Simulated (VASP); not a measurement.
Crystal: GaP.

```
CELL_PARAMETERS angstrom
0.00000 2.72541 2.72541
2.72541 0.00000 2.72541
2.72541 2.72541 0.00000
ATOMIC_POSITIONS crystal
Ga 0.00000 0.00000 0.00000
P 0.25000 0.25000 0.25000
```

Base run:

| Quantity | Value |
| --- | --- |
| Program | VASP 6.6.1 |
| Functional | PBEsol |
| Potentials or basis | VASP PAW PBE potentials, release 64 (Ga_d, P) |
| Cutoff | 520 eV |
| k mesh | 6 × 6 × 6 |
| Occupations | gaussian, width 0.01 eV |
| Spin | no spin polarisation |

Its results: band gap on the k mesh 1.51 eV (least direct gap 1.75 eV); pressure -0.6 GPa.

Question: The run is repeated on the same cell with these changes: functional from PBEsol to r2SCAN. What comes out?

Answer: Band gap on the k mesh 1.91 eV (least direct gap 2.34 eV); pressure 0.0 GPa.

Caveats: the PAW data sets were made with another functional, which shifts forces and pressure a little.

A k mesh can miss the band edges.
